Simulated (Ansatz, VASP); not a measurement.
## RbCaH3 in VASP and in Ansatz

File INCAR:

```
ALGO = Normal
EDIFF = 1E-7
ENCUT = 520
GGA = CA
ISIF = 2
ISMEAR = 0
LASPH = True
LCHARG = False
LREAL = False
LWAVE = False
NBANDS = 19
NELM = 60
PREC = Accurate
SIGMA = 0.05
```

KPOINTS

```
k-points
0
Gamma
  6 6 6
```

File POSCAR:

```
RbCaH3
1.0
    4.5500185177      0.1181822992      0.1181822992
    0.1181822992      4.5500185177      0.1181822992
    0.1181822992      0.1181822992      4.5500185177
Rb Ca H
1 1 3
Direct
    0.0000000000      0.0000000000      0.0000000000
    0.5000000000      0.5000000000      0.5000000000
    0.0000000000      0.5000000000      0.5000000000
    0.5000000000      0.0000000000      0.5000000000
    0.5000000000      0.5000000000      0.0000000000
```

Input for Ansatz:

```yaml
crystal:
  lattice:
    - [4.5500185177, 0.1181822992, 0.1181822992]
    - [0.1181822992, 4.5500185177, 0.1181822992]
    - [0.1181822992, 0.1181822992, 4.5500185177]
  atoms:
    - { symbol: Rb, position: [0.0, 0.0, 0.0] }
    - { symbol: Ca, position: [0.5, 0.5, 0.5] }
    - { symbol: H, position: [0.0, 0.5, 0.5] }
    - { symbol: H, position: [0.5, 0.0, 0.5] }
    - { symbol: H, position: [0.5, 0.5, 0.0] }
basis:
  ecutwfc: 420
kpoints:
  mp_grid: { grid: [6, 6, 6] }
hamiltonian:
  xc: lda
scf:
  occupations: { method: gaussian, width: 0.05 }
output:
  forces: true
  stress: true
  eigenvalues: true
```

Alike in both runs: task single point; functional LDA; k mesh 6 × 6 × 6; occupations gaussian, width 0.05 eV; no spin polarisation.

|  | VASP | Ansatz |
| --- | --- | --- |
| version | VASP 6.6.1 | Ansatz 0.2.0 |
| potentials or method | VASP PAW LDA potentials, release 64 (Rb_sv, Ca_sv, H), cutoff 520 eV | scalar-relativistic, plane waves, PAW |
| valence electrons in the cell | 22 | 22 |

```tsv
	VASP	Ansatz	Ansatz less VASP
gap on the k mesh at the Fermi level (eV)	2.79	2.80	+0.009
least direct gap on the mesh (eV)	2.79	2.80	+0.009
pressure (GPa)	-2.4	-2.4	-0.02
traceless stress, the component that is largest in VASP (GPa)	-0.84	-0.84	-0.001
```

LDA's correlation is that of Perdew and Zunger in VASP and of Perdew and Wang (1992) in Ansatz.
